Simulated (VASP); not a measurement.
A run of VASP 6.6.1 is set up as follows.

Contents of INCAR:

```
SYSTEM = MgO
PREC     = Accurate       ! precision mode
ENCUT    = 520            ! plane-wave cutoff, eV
EDIFF    = 1E-6           ! SCF threshold, eV
ISMEAR   = -5             ! smearing method
SIGMA    = 0.05           ! smearing width, eV
LREAL    = .False.        ! projectors in reciprocal space
LASPH    = .True.         ! aspherical terms in the spheres
NELM     = 100            ! most SCF steps
ALGO     = Normal         ! electronic algorithm
ISIF     = 2              ! what is computed and relaxed
LWAVE    = .False.        ! write WAVECAR
LCHARG   = .True.         ! write CHGCAR
LELF     = .True.         ! ELF
LVHAR    = .True.       
NBANDS   = 11             ! bands
```

The input KPOINTS:

```
Automatic mesh
0
Gamma
  11 11 11
  0 0 0
```

File POSCAR:

```
MgO
1.0
    0.0000000000      2.0686600618      2.0686600618
    2.0686600618      0.0000000000      2.0686600618
    2.0686600618      2.0686600618      0.0000000000
Mg O
1 1
Direct
    0.0000000000      0.0000000000      0.0000000000
    0.5000000000      0.5000000000      0.5000000000
```

Potentials or basis: VASP PAW LDA potentials, release 64 (Mg, O).

Launch:

```sh
$ cat potpaw_LDA.64/Mg/POTCAR potpaw_LDA.64/O/POTCAR > POTCAR
$ mpirun -np 1 vasp_std > vasp.out
```

Question: Estimate the pressure.

Answer: 1.1 GPa.

Question: Predict the band gap on the k mesh.

Answer: 5.20 eV, direct.

As with any semilocal functional, this LDA gap is likely too small.
